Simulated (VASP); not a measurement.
Wanted: the native input for a VASP 6.6.1 run.

| Quantity | Value |
| --- | --- |
| Task | single point |
| Functional | revPBE |
| Potentials or basis | VASP PAW PBE potentials, release 64 (Y_sv) |
| Cutoff | 520 eV |
| k mesh | 18 × 18 × 18 |
| Occupations | fermi-dirac, width 0.1 eV |
| Spin | no spin polarisation |
| Dipole correction | no |
| Further INCAR settings | ALGO = Normal; EDIFF = 1e-07; NBANDS = 12 |

The structure of Y lies in POSCAR:

```
Y
1.0
   -2.1212992305      2.1212992305      2.1212992305
    2.1212992305     -2.1212992305      2.1212992305
    2.1212992305      2.1212992305     -2.1212992305
Y
1
Direct
    0.0000000000      0.0000000000      0.0000000000
```

This isn't the form of Y at room conditions, which is hcp.

These files were run (other wordings do the same):

INCAR

```
ALGO     = Normal         # electronic algorithm
EDIFF    = 1E-7           # SCF threshold, eV
ENCUT    = 520            # plane-wave cutoff, eV
GGA      = RE             # functional
ISIF     = 2              # what is computed and relaxed
ISMEAR   = -1             # smearing method
LASPH    = T              # aspherical terms in the spheres
LCHARG   = F              # write CHGCAR
LREAL    = F              # projectors in reciprocal space
LWAVE    = F              # write WAVECAR
NBANDS   = 12             # bands
NELM     = 80             # most SCF steps
PREC     = Accurate       # precision mode
SIGMA    = 0.1            # smearing width, eV
```

KPOINTS

```
k-points
0
Gamma
  18 18 18
```

Potentials or basis: VASP PAW PBE potentials, release 64 (Y_sv).

The run is started by

```console
$ cat potpaw_PBE.64/Y_sv/POTCAR > POTCAR
$ mpirun -np 1 vasp_std > vasp.out
```

Results of the run:

* Pressure: -3.5 GPa
* Band gap on the k mesh: zero (an odd number of electrons rules out a gap without spin polarisation)

Caveat: the cell stands under tension; the PAW data sets were made with another functional, which shifts forces and pressure a little.

Run time: 58 s on 1 thread of Intel(R) Xeon(R) Platinum 8488C (Sapphire Rapids), with other jobs on the host, peak memory 0.24 GiB.
